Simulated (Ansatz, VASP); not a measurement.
## Two plane-wave programs on BeS

```xyz
2
Lattice="0.0000 2.4153 2.4153 2.4153 0.0000 2.4153 2.4153 2.4153 0.0000" Properties=species:S:1:pos:R:3 pbc="T T T"
Be    0.0000    0.0000    0.0000
S     3.6230    3.6230    3.6230
```

Alike in both runs: task single point; functional BLYP; dispersion D3(BJ); k mesh 8 × 8 × 8; occupations gaussian, width 0.05 eV; no spin polarisation.

```csv
,VASP,Ansatz
version,VASP 6.6.1,Ansatz 0.2.0
potentials or method,"VASP PAW PBE potentials, release 64 (Be, S), cutoff 600 eV","scalar-relativistic, plane waves, PAW"
valence electrons in the cell,8,8
```

Ansatz gave:

```
gap on the k mesh at the Fermi level (eV) : 3.35
least direct gap on the mesh (eV)         : 5.74
pressure (GPa)                            : -2.0
```

Problem. Estimate VASP's values.

Solution. gap on the k mesh at the Fermi level (eV): 3.38; least direct gap on the mesh (eV): 5.79; pressure (GPa): -2.2.

VASP's potentials were made for PBE, not for BLYP.
